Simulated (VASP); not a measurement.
Wanted: the native input for a VASP 6.6.1 run.

```yaml
Task: single point
Functional: HSE06
Potentials_or_basis: VASP PAW PBE potentials, release 64 (Cu)
Cutoff: 520 eV
k_mesh: 6 × 6 × 6
Occupations: fermi-dirac, width 0.1 eV
Spin: no spin polarisation
Dipole_correction: no
Grid_for_exact_exchange_PRECFOCK: Normal
Further_INCAR_settings: ALGO = Normal; EDIFF = 1e-06; NBANDS = 12
Screening_parameter: 0.2079 1/Å
```

Cu:

```
Cu
1.0
     0.00000    1.82103    1.82103
     1.82103    0.00000    1.82103
     1.82103    1.82103    0.00000
Cu
1
Direct
  0.00000 0.00000 0.00000
```

One way to write it, as run:

POSCAR

```
Cu
1.0
    0.0000000000      1.8210299446      1.8210299446
    1.8210299446      0.0000000000      1.8210299446
    1.8210299446      1.8210299446      0.0000000000
Cu
1
Direct
    0.0000000000      0.0000000000      0.0000000000
```

INCAR.step1

```
PREC     = Accurate       # precision mode
ENCUT    = 520            # plane-wave cutoff, eV
EDIFF    = 1E-5           # SCF threshold, eV
ISMEAR   = -1             # smearing method
SIGMA    = 0.1            # smearing width, eV
LREAL    = F              # projectors in reciprocal space
LASPH    = T              # aspherical terms in the spheres
NELM     = 100            # most SCF steps
ALGO     = Normal         # electronic algorithm
ISIF     = 2              # what is computed and relaxed
LWAVE    = T              # write WAVECAR
LCHARG   = F              # write CHGCAR
NBANDS   = 12             # bands
GGA      = PE             # functional
```

INCAR.step2

```
PREC     = Accurate       # precision mode
ENCUT    = 520            # plane-wave cutoff, eV
EDIFF    = 1E-6           # SCF threshold, eV
ISMEAR   = -1             # smearing method
SIGMA    = 0.1            # smearing width, eV
LREAL    = F              # projectors in reciprocal space
LASPH    = T              # aspherical terms in the spheres
NELM     = 100            # most SCF steps
ALGO     = Normal         # electronic algorithm
ISIF     = 2              # what is computed and relaxed
LWAVE    = F              # write WAVECAR
LCHARG   = F              # write CHGCAR
GGA      = PE             # functional
LHFCALC  = T              # exact exchange
HFSCREEN = 0.2079         # screening, 1/A
PRECFOCK = Normal       
NBANDS   = 12             # bands
ISTART   = 1
```

KPOINTS

```
Automatic mesh
0
Gamma
  6 6 6
```

Potentials or basis: VASP PAW PBE potentials, release 64 (Cu).

Launch:

```console
$ cat potpaw_PBE.64/Cu/POTCAR > POTCAR
$ cp INCAR.step1 INCAR
$ mpirun -np 1 vasp_std > vasp.out
$ cp INCAR.step2 INCAR
$ mpirun -np 1 vasp_std > vasp.out
```

It gave:

The pressure is 0.2 GPa.

Caveat: the k points lie up to 0.50 Å⁻¹ apart; the PAW data sets were made with another functional, which shifts forces and pressure a little.

Wall time 6.7 min on 1 thread of Intel(R) Xeon(R) Platinum 8375C CPU @ 2.90GHz (Ice Lake), with other jobs on the host, peak memory 0.22 GiB.
